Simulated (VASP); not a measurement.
# TiSi2 (Cmcm) in VASP: a series of runs

The runs below take TiSi2 through single point, with PBEsol.

All numbers are computed with VASP 6.6.1; they aren't measurements. Logs are shortened: lines on timing, memory, paths and dates and some standing lists are left out, and cuts for length are marked.

**1. The cell of the first run**

The structure is orthorhombic, space group Cmcm (No. 63). The conventional cell has a = 3.390 Å, b = 13.216 Å, c = 3.427 Å, α = 90.00°, β = 90.00°, γ = 90.00°. Within 3.5 Å of Ti (site symmetry m2m) lie 10 Si at 2.47 to 2.74 Å and 6 Ti at 3.21 to 3.43 Å. Si (site symmetry m2m) has 6 Si at 2.33 to 3.04 Å and 6 Ti at 2.47 to 2.74 Å within 3.1 Å. Si (site symmetry m2m) has 8 Si at 2.41 to 3.04 Å and 4 Ti at 2.59 Å within 3.2 Å.

**2. Single point, PBEsol (12.80 Å³/atom)**

INCAR

```
SYSTEM = TiSi2
ALGO     = Normal         ! electronic algorithm
EDIFF    = 1E-6           ! SCF threshold, eV
ENCUT    = 520            ! plane-wave cutoff, eV
GGA      = PS             ! functional
ISIF     = 2              ! what is computed and relaxed
ISMEAR   = 0              ! smearing method
LASPH    = .TRUE.         ! aspherical terms in the spheres
LCHARG   = .FALSE.        ! write CHGCAR
LREAL    = .FALSE.        ! projectors in reciprocal space
LWAVE    = .FALSE.        ! write WAVECAR
NBANDS   = 29             ! bands
NELM     = 80             ! most SCF steps
PREC     = Accurate       ! precision mode
SIGMA    = 0.15           ! smearing width, eV
```

KPOINTS

```
k-points
0
G
  14 14 12
  0 0 0
```

POSCAR

```
TiSi2
1.0
    1.6949641875     -6.6078265181      0.0000000000
    1.6949641875      6.6078265181      0.0000000000
    0.0000000000      0.0000000000      3.4272231754
Ti Si
2 4
Direct
    0.8975108623      0.1024891377      0.7500000000
    0.1024891377      0.8975108623      0.2500000000
    0.5599809709      0.4400190291      0.7500000000
    0.4400190291      0.5599809709      0.2500000000
    0.2497198722      0.7502801278      0.7500000000
    0.7502801278      0.2497198722      0.2500000000
```

Potentials or basis: VASP PAW PBE potentials, release 64 (Ti_sv, Si).

Command:

```
> cat potpaw_PBE.64/Ti_sv/POTCAR potpaw_PBE.64/Si/POTCAR > POTCAR
> mpirun -np 1 vasp_std > vasp.out
```

OUTCAR:

```text
SYSTEM = TiSi2
   EDIFF = 1E-6
   ENCUT = 520
   GGA = PS
   ISIF = 2
   ISMEAR = 0
   LASPH = .TRUE.
   LREAL = .FALSE.
   NELM = 80
   PREC = Accurate

 ion  position               nearest neighbor table
   1  0.898  0.102  0.750-   4 2.47   4 2.47   4 2.47   4 2.47   5 2.59   5 2.59   6 2.59   6 2.59
                             3 2.74   3 2.74
   2  0.102  0.898  0.250-   3 2.47   3 2.47   3 2.47   3 2.47   6 2.59   6 2.59   5 2.59   5 2.59
                             4 2.74   4 2.74
   3  0.560  0.440  0.750-   4 2.33   4 2.33   2 2.47   2 2.47   2 2.47   2 2.47   1 2.74   1 2.74
                             5 3.03   5 3.03   6 3.04   6 3.04
   4  0.440  0.560  0.250-   3 2.33   3 2.33   1 2.47   1 2.47   1 2.47   1 2.47   2 2.74   2 2.74
                             6 3.03   6 3.03   5 3.04   5 3.04
   5  0.250  0.750  0.750-   6 2.41   6 2.41   6 2.41   6 2.41   1 2.59   1 2.59   2 2.59   2 2.59
                             3 3.03   3 3.03   4 3.04   4 3.04
   6  0.750  0.250  0.250-   5 2.41   5 2.41   5 2.41   5 2.41   2 2.59   2 2.59   1 2.59   1 2.59
                             4 3.03   4 3.03   3 3.04   3 3.04

  LATTYP: Found a base centered orthorhombic cell.
 ALAT       =     3.3899283750
 B/A-ratio  =     3.8985050934
 C/A-ratio  =     1.0110016485

  Lattice vectors:

 A1 = (   1.6949641875,  -6.6078265181,   0.0000000000)
 A2 = (   1.6949641875,   6.6078265181,   0.0000000000)
 A3 = (   0.0000000000,   0.0000000000,   3.4272231754)

Analysis of symmetry for initial positions (statically):
=====================================================================
 Subroutine PRICEL returns:
 Original cell was already a primitive cell.

 Routine SETGRP: Setting up the symmetry group for a
 base centered orthorhombic supercell.

 Subroutine GETGRP returns: Found  8 space group operations
 (whereof  4 operations were pure point group operations)
 out of a pool of  8 trial point group operations.

The static configuration has the point symmetry C_2h.
 The point group associated with its full space group is D_2h.

Analysis of symmetry for dynamics (positions and initial velocities):
=====================================================================
 Subroutine PRICEL returns:
 Original cell was already a primitive cell.

 Routine SETGRP: Setting up the symmetry group for a
 base centered orthorhombic supercell.

 Subroutine GETGRP returns: Found  8 space group operations
 (whereof  4 operations were pure point group operations)
 out of a pool of  8 trial point group operations.

The dynamic configuration has the point symmetry C_2h.
 The point group associated with its full space group is D_2h.

 Subroutine INISYM returns: Found  8 space group operations
 (whereof  4 operations are pure point group operations),
 and found     1 'primitive' translations

----------------------------------------------------------------------------------------

                                     Primitive cell

  volume of cell :      76.7700

  direct lattice vectors                    reciprocal lattice vectors
     1.694964188 -6.607826518  0.000000000     0.294991483 -0.075667846  0.000000000
     1.694964188  6.607826518  0.000000000     0.294991483  0.075667846  0.000000000
     0.000000000  0.000000000  3.427223175     0.000000000  0.000000000  0.291781407

  length of vectors
     6.821750134  6.821750134  3.427223175     0.304541620  0.304541620  0.291781407

  position of ions in fractional coordinates (direct lattice)
     0.897510862  0.102489138  0.750000000
     0.102489138  0.897510862  0.250000000
     0.559980971  0.440019029  0.750000000
     0.440019029  0.559980971  0.250000000
     0.249719872  0.750280128  0.750000000
     0.750280128  0.249719872  0.250000000

  ion indices of the primitive-cell ions
   primitive index   ion index
                 1           1
                 2           2
                 3           3
                 4           4
                 5           5
                 6           6

----------------------------------------------------------------------------------------

 KPOINTS: k-points

Automatic generation of k-mesh.
 Grid dimensions read from file:
 generate k-points for:   14   14   12

 Generating k-lattice:

  Cartesian coordinates                     Fractional coordinates (reciprocal lattice)
     0.021070820 -0.005404846  0.000000000     0.071428571  0.000000000  0.000000000
     0.021070820  0.005404846  0.000000000     0.000000000  0.071428571  0.000000000
     0.000000000  0.000000000  0.024315117     0.000000000  0.000000000  0.083333333

  Length of vectors
     0.021752973  0.021752973  0.024315117

  Shift w.r.t. Gamma in fractional coordinates (k-lattice)
     0.000000000  0.000000000  0.000000000

 Subroutine IBZKPT returns following result:
 ===========================================

 Found    399 irreducible k-points:

 Following reciprocal coordinates:
            Coordinates               Weight
  0.000000  0.000000  0.000000      1.000000
  0.071429 -0.000000  0.000000      4.000000
  0.142857 -0.000000  0.000000      4.000000
  0.214286 -0.000000  0.000000      4.000000
  0.285714 -0.000000  0.000000      4.000000
  0.357143 -0.000000  0.000000      4.000000
[... 16 lines left out ...]
  0.214286  0.142857  0.000000      4.000000
  0.285714  0.142857  0.000000      4.000000
 [... further k-points ...]
   k-points           NKPTS =    399   k-points in BZ     NKDIM =    399   number of bands    NBANDS=     29
   number of dos      NEDOS =    301   number of ions     NIONS =      6
   total plane-waves  NPLWV =  81648
   dimension x,y,z NGX =    54 NGY =   54 NGZ =   28
   dimension x,y,z NGXF=   108 NGYF=  108 NGZF=   56
   ions per type =               2   4
   NGX,Y,Z   is equivalent  to a cutoff of  13.16, 13.16, 13.58 a.u.
   NGXF,Y,Z  is equivalent  to a cutoff of  26.32, 26.32, 27.16 a.u.
 SYSTEM =  TiSi2
   PREC   = accura    normal or accurate (medium, high low for compatibility)
   ISTART =      0    job   : 0-new  1-cont  2-samecut
   ICHARG =      2    charge: 1-file 2-atom 10-const
   ISPIN  =      1    spin polarized calculation?
   LNONCOLLINEAR =      F non collinear calculations
   LSORBIT =      F    spin-orbit coupling
   LASPH  =      T    aspherical Exc in radial PAW
   ENCUT  =  520.0 eV  38.22 Ry    6.18 a.u.  12.68 12.68  6.37*2*pi/ulx,y,z
   NELM   =     80;   NELMIN=  2; NELMDL= -5     # of ELM steps
   EDIFF  = 0.1E-05   stopping-criterion for ELM
   LREAL  =      F    real-space projection
   EDIFFG = 0.1E-04   stopping-criterion for IOM
   NSW    =      0    number of steps for IOM
   IBRION =     -1    ionic relax: 0-MD 1-quasi-New 2-CG
   NFREE  =      0    steps in history (QN), initial steepest desc. (CG)
   ISIF   =      2    stress and relaxation
   ISYM   =      2    0-nonsym 1-usesym 2-fastsym
   POTIM  = 0.5000    time-step for ionic-motion
   TEBEG  =    0.0;   TEEND  =   0.0 temperature during run
   PSTRESS=    0.0 pullay stress
   NELECT =      40.0000    total number of electrons
   NUPDOWN=      -1.0000    fix difference up-down
   EMIN   =  10.00;   EMAX   =-10.00  energy-range for DOS
   EFERMI =   0.00;   METHOD = LEGACY
   ISMEAR =     0;   SIGMA  =   0.15  broadening in eV -4-tet -1-fermi 0-gaus
   EFERMI_NEDOS =   21; number of points for ismear=-14 and -15
   IALGO  =     38    algorithm
   IMIX   =      4    mixing-type and parameters
     AMIX     =   0.40;   BMIX     =  1.00
     AMIX_MAG =   1.60;   BMIX_MAG =  1.00
  volume/ion in A,a.u.               =      12.80        86.34
  Fermi-wavevector in a.u.,A,eV,Ry     =   1.317339  2.489410 23.611317  1.735383
  Thomas-Fermi vector in A             =   2.447387
   LORBIT       =      0    0 simple, 1 ext, 2 COOP (PROOUT), +10 PAW based schemes
   GGA     = PS    functional components
   LHFCALC =     F    Hartree Fock is set to
   AEXX    =    0.0000 exact exchange contribution
   IVDW    =     0    specifies the selected vdW correction
   LEPSILON=     F    determine dielectric tensor
   LRPA    =     F    only Hartree local field effects (RPA)
 non-spin polarized calculation
 Gauss-broadening in eV      SIGMA  =   0.15
  energy-cutoff  :      520.00
  volume of cell :       76.77
 maximum number of plane-waves:      2088
 NGX is ok and might be reduce to    54
   NGX = 25   NGY = 25   NGZ = 13

 number of electron      40.0000000 magnetization

 Free energy of the ion-electron system (eV)
  ---------------------------------------------------
  ext. energy  EPLUGINS =         0.00000000
  ---------------------------------------------------
  free energy    TOTEN  =       -43.34347664 eV

  energy without entropy =      -43.32730505  energy(sigma->0) =      -43.33539085

 E-fermi :  11.8023     XC(G=0): -12.1960

 val. band max:       11.7953913055   @ k =  -0.3571   0.2143   0.1667
 cond. band min:      11.8045069692   @ k =   0.0000   0.0000   0.5000
 fundamental gap:      0.0091156637
 Fermi energy:        11.8022974831

 k-point     1 :       0.0000    0.0000    0.0000
  band No.  band energies     occupation
      1     -44.4882      2.00000
      2     -44.4729      2.00000
      3     -21.0189      2.00000
      4     -20.9346      2.00000
      5     -20.9306      2.00000
      6     -20.9149      2.00000
[... 21 lines left out ...]
     28      15.1171      0.00000
     29      15.4031      0.00000

 k-point     2 :       0.0714   -0.0000    0.0000
  band No.  band energies     occupation
      1     -44.4878      2.00000
      2     -44.4726      2.00000
      3     -21.0178      2.00000
      4     -20.9410      2.00000
      5     -20.9300      2.00000
      6     -20.9207      2.00000
[... 21 lines left out ...]
     28      15.1900      0.00000
     29      15.4647      0.00000

 k-point     3 :       0.1429   -0.0000    0.0000
  band No.  band energies     occupation
      1     -44.4866      2.00000
      2     -44.4715      2.00000
      3     -21.0145      2.00000
      4     -20.9591      2.00000
      5     -20.9370      2.00000
      6     -20.9283      2.00000
[... 21 lines left out ...]
     28      15.3521      0.00000
     29      15.3531      0.00000

 k-point     4 :       0.2143   -0.0000    0.0000
  band No.  band energies     occupation
      1     -44.4849      2.00000
      2     -44.4699      2.00000
      3     -21.0099      2.00000
      4     -20.9849      2.00000
      5     -20.9604      2.00000
      6     -20.9258      2.00000
[... 21 lines left out ...]
     28      15.3888      0.00000
     29      16.0070      0.00000

 k-point     5 :       0.2857   -0.0000    0.0000
  band No.  band energies     occupation
      1     -44.4830      2.00000
      2     -44.4682      2.00000
      3     -21.0148      2.00000
      4     -21.0035      2.00000
      5     -20.9862      2.00000
      6     -20.9230      2.00000
[... 21 lines left out ...]
     28      15.2620      0.00000
     29      16.4116      0.00000
[... 510 lines left out ...]
     28      15.1969      0.00000
     29      15.5022      0.00000

 k-point    22 :       0.1429    0.1429    0.0000
  band No.  band energies     occupation
      1     -44.4830      2.00000
      2     -44.4681      2.00000
      3     -21.0144      2.00000
      4     -21.0048      2.00000
      5     -20.9864      2.00000
      6     -20.9231      2.00000
[... 21 lines left out ...]
     28      15.4688      0.00000
     29      16.2597      0.00000

 k-point    23 :       0.2143    0.1429    0.0000
  band No.  band energies     occupation
      1     -44.4813      2.00000
      2     -44.4666      2.00000
      3     -21.0397      2.00000
      4     -21.0097      2.00000
      5     -21.0004      2.00000
      6     -20.9207      2.00000
[... 21 lines left out ...]
     28      15.4039      0.00000
     29      15.7173      0.00000

 k-point    24 :       0.2857    0.1429    0.0000
  band No.  band energies     occupation
      1     -44.4801      2.00000
      2     -44.4655      2.00000
      3     -21.0575      2.00000
      4     -21.0257      2.00000
      5     -20.9966      2.00000
      6     -20.9189      2.00000
[... 21 lines left out ...]
     28      15.1130      0.00000
     29      15.7958      0.00000

 [... further k-points ...]

------------------------ aborting loop because EDIFF is reached ----------------------------------------

  FORCE on cell =-STRESS in cart. coord.  units (eV):
  Direction    XX          YY          ZZ          XY          YZ          ZX
  --------------------------------------------------------------------------------------
  -------------------------------------------------------------------------------------
  Total        8.8393429      4.1112060      9.8005549      0.0000000      0.0000000      0.0000000
  in kB      184.4756397     85.8001958    204.5359765      0.0000000      0.0000000      0.0000000
  external PRESSURE =     158.2706040 kB  Pullay stress =       0.0000000 kB

 VOLUME and BASIS-vectors are now :
 -----------------------------------------------------------------------------
  energy-cutoff  :      520.00
  volume of cell :       76.77
      direct lattice vectors                 reciprocal lattice vectors
     1.694964188 -6.607826518  0.000000000     0.294991483 -0.075667846  0.000000000
     1.694964188  6.607826518  0.000000000     0.294991483  0.075667846  0.000000000
     0.000000000  0.000000000  3.427223175     0.000000000  0.000000000  0.291781407

 POSITION                                       TOTAL-FORCE (eV/Angst)
 -----------------------------------------------------------------------------------
      1.69496     -5.25337      2.57042         0.000000      0.023084      0.000000
      1.69496      5.25337      0.85681         0.000000     -0.023084     -0.000000
      1.69496     -0.79269      2.57042         0.000000     -0.137817     -0.000000
      1.69496      0.79269      0.85681         0.000000      0.137817      0.000000
      1.69496      3.30762      2.57042         0.000000      0.022285      0.000000
      1.69496     -3.30762      0.85681         0.000000     -0.022285      0.000000
 -----------------------------------------------------------------------------------
    total drift:                                0.000000      0.000000     -0.000000

  FREE ENERGIE OF THE ION-ELECTRON SYSTEM (eV)
  ---------------------------------------------------
  free  energy   TOTEN  =       -43.3434766426 eV

  energy  without entropy=      -43.3273050544  energy(sigma->0) =      -43.33539085
```

Run time: 39 min. Hardware: 1 thread of Intel Xeon 8259CL, shared host; peak memory 0.8 GiB.

Results:

```yaml
Free_energy: -43.3435 eV
Pressure: 15.8 GPa
Largest_force: 0.138 eV/Å
Band_gap_on_the_k_mesh: zero (bands 20 and 21 overlap by 1.11 eV)
```

Forces in eV/Å, atoms in the order of the input:
```
Ti   0.000  0.023  0.000
Ti   0.000 -0.023  0.000
Si   0.000 -0.138  0.000
Si   0.000  0.138  0.000
Si   0.000  0.022  0.000
Si   0.000 -0.022  0.000
```

Levels at points of the mesh, in eV from the Fermi level:
| k point | band 16 | band 17 | band 18 | band 19 | band 20 | band 21 | band 22 | band 23 | band 24 | band 25 |
| --- | --- | --- | --- | --- | --- | --- | --- | --- | --- | --- |
| (0.00, 0.00, 0.00) | -2.50 | -2.42 | -2.26 | -2.01 | 0.53 | 0.92 | 0.97 | 1.07 | 1.35 | 1.55 |
| (0.50, 0.00, 0.00) | -2.85 | -1.84 | -1.58 | -0.82 | -0.59 | -0.54 | 1.69 | 1.86 | 2.00 | 2.01 |
| (0.50, 0.50, 0.00) | -2.83 | -2.50 | -1.79 | -1.42 | 0.44 | 0.74 | 0.87 | 1.03 | 1.73 | 2.41 |
| (0.00, 0.00, 0.50) | -2.43 | -1.97 | -1.97 | 0.00 | 0.00 | 0.99 | 0.99 | 1.68 | 1.68 | 1.95 |
| (0.50, 0.00, 0.50) | -4.21 | -3.41 | -3.41 | -2.72 | -2.72 | 1.94 | 1.94 | 2.23 | 2.23 | 2.72 |
| (0.50, 0.50, 0.50) | -3.72 | -2.17 | -2.17 | -0.87 | -0.87 | 0.68 | 0.68 | 1.97 | 1.97 | 2.74 |

Caveat: the stress differs along the axes, from 9 to 20 GPa; the PAW data sets were made with another functional, which shifts forces and pressure a little.

**3. Single point, PBEsol (13.17 Å³/atom)**

This run uses another cell than the first one, of 13.17 Å³/atom.

INCAR

```
ALGO     = Normal         # electronic algorithm
EDIFF    = 1E-6           # SCF threshold, eV
ENCUT    = 520            # plane-wave cutoff, eV
GGA      = PS             # functional
ISIF     = 2              # what is computed and relaxed
ISMEAR   = 0              # smearing method
LASPH    = True           # aspherical terms in the spheres
LCHARG   = False          # write CHGCAR
LREAL    = False          # projectors in reciprocal space
LWAVE    = False          # write WAVECAR
NBANDS   = 29             # bands
NELM     = 60             # most SCF steps
PREC     = Accurate       # precision mode
SIGMA    = 0.15           # smearing width, eV
```

KPOINTS

```
k-points
0
Gamma
  14 14 12
```

Edit POSCAR of step 2 so:

```diff
@@ -2,5 +2,5 @@
 1.0
-    1.6949641875     -6.6078265181      0.0000000000
-    1.6949641875      6.6078265181      0.0000000000
-    0.0000000000      0.0000000000      3.4272231754
+    1.7265107618     -6.5532187702      0.0000000000
+    1.7265107618      6.5532187702      0.0000000000
+    0.0000000000      0.0000000000      3.4910104528
 Ti Si
```

Potentials or basis: VASP PAW PBE potentials, release 64 (Ti_sv, Si).

Command:

```
> cat potpaw_PBE.64/Ti_sv/POTCAR potpaw_PBE.64/Si/POTCAR > POTCAR
> mpirun -np 1 vasp_std > vasp.out
```

Run time: 14 min. Hardware: 1 thread of Intel Xeon Platinum 8375C at 2.90GHz (Ice Lake), shared host; peak memory 0.81 GiB.

The run converged. Its results:

* Free energy: -43.5722 eV
* Pressure: 9.3 GPa
* Largest force: 0.200 eV/Å
* Band gap on the k mesh: zero (bands 20 and 21 overlap by 1.11 eV)

Forces in eV/Å, atoms in the order of the input:
```
Ti   0.000 -0.164  0.000
Ti   0.000  0.164  0.000
Si   0.000 -0.200  0.000
Si   0.000  0.200  0.000
Si   0.000  0.025  0.000
Si   0.000 -0.025  0.000
```

Stress tensor (GPa, compression positive):
```
 9.32  0.00  0.00
 0.00  8.05  0.00
 0.00  0.00 10.64
```

Levels at points of the mesh, in eV from the Fermi level:
```tsv
k point	band 16	band 17	band 18	band 19	band 20	band 21	band 22	band 23	band 24	band 25
(0.00, 0.00, 0.00)	-2.57	-2.35	-2.10	-2.02	0.46	0.87	0.93	1.08	1.28	1.39
(0.50, 0.00, 0.00)	-2.67	-1.87	-1.41	-0.73	-0.62	-0.61	1.42	1.69	1.81	1.95
(0.50, 0.50, 0.00)	-2.80	-2.61	-1.93	-1.25	0.37	0.66	0.72	0.99	1.55	2.38
(0.00, 0.00, 0.50)	-2.49	-1.79	-1.79	-0.02	-0.02	1.11	1.11	1.60	1.60	1.79
(0.50, 0.00, 0.50)	-4.20	-3.25	-3.25	-2.64	-2.64	1.91	1.91	2.06	2.06	2.67
(0.50, 0.50, 0.50)	-3.54	-2.21	-2.21	-0.95	-0.95	0.65	0.65	1.82	1.82	2.69
```

Caveat: the cell stands under pressure; the PAW data sets were made with another functional, which shifts forces and pressure a little.

(Part 1 of 2 ends here.)
